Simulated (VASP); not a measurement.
Write the native input for VASP 6.6.1 that does the following.

| Item | Value |
| --- | --- |
| Task | density of states |
| Functional | PBE |
| Potentials or basis | VASP PAW PBE potentials, release 64 (Pb_d, Te) |
| Cutoff | 520 eV |
| k mesh | 11 × 11 × 11 |
| Occupations | fermi-dirac, width 0.1 eV |
| Spin | no spin polarisation |
| Dipole correction | no |
| k mesh for the DOS | 17 × 17 × 17 |
| Occupations for the DOS | tetrahedron |
| Further INCAR settings | ALGO = Normal; EDIFF = 1e-07; NBANDS = 17 |

The system is TePb (rocksalt type).

```
Pb Te
1.0
     0.00000    3.28362    3.28362
     3.28362    0.00000    3.28362
     3.28362    3.28362    0.00000
Pb Te
1 1
Cartesian
  0.0000 0.0000 0.0000
  3.2836 3.2836 3.2836
```

The input as run:

POSCAR

```
TePb
1.0
    0.0000000000      3.2836156682      3.2836156682
    3.2836156682      0.0000000000      3.2836156682
    3.2836156682      3.2836156682      0.0000000000
Pb Te
1 1
Direct
    0.0000000000      0.0000000000      0.0000000000
    0.5000000000      0.5000000000      0.5000000000
```

INCAR.step1

```
SYSTEM = TePb
PREC = Accurate
ENCUT = 520
EDIFF = 1E-7
ISMEAR = -1
SIGMA = 0.1
LREAL = .FALSE.
LASPH = .TRUE.
NELM = 80
ALGO = Normal
ISIF = 2
LWAVE = .FALSE.
LCHARG = .TRUE.
GGA = PE
NBANDS = 17
```

KPOINTS.step1

```
Automatic mesh
0
G
  11 11 11
  0 0 0
```

INCAR.step2

```
SYSTEM = TePb
PREC = Accurate
ENCUT = 520
EDIFF = 1E-7
ISMEAR = -5
SIGMA = 0.1
LREAL = .FALSE.
LASPH = .TRUE.
NELM = 80
ALGO = Normal
ISIF = 2
LWAVE = .FALSE.
LCHARG = .FALSE.
GGA = PE
LORBIT = 11
NBANDS = 17
NEDOS = 1001
ICHARG = 11
```

KPOINTS.step2

```
Automatic mesh
0
G
  17 17 17
  0 0 0
```

Potentials or basis: VASP PAW PBE potentials, release 64 (Pb_d, Te).

The run is started by

```bash
$ cat potpaw_PBE.64/Pb_d/POTCAR potpaw_PBE.64/Te/POTCAR > POTCAR
$ cp INCAR.step1 INCAR
$ cp KPOINTS.step1 KPOINTS
$ mpirun -np 1 vasp_std > vasp.out
$ cp INCAR.step2 INCAR
$ cp KPOINTS.step2 KPOINTS
$ mpirun -np 1 vasp_std > vasp.out
```

Results of the run:

```yaml
Valence_electrons_inside_the_program's_atomic_spheres: Pb 11.84; Te 3.38
```

Caveat: this odd mesh misses L, where the gap lies, so gap, dielectric constants and Born charges aren't listed; spin-orbit coupling is left out, which moves the levels of the heavy elements.

Run time: 68 s on 1 thread of Intel(R) Xeon(R) Platinum 8559C (Emerald Rapids) (shared host), peak memory 0.34 GiB.
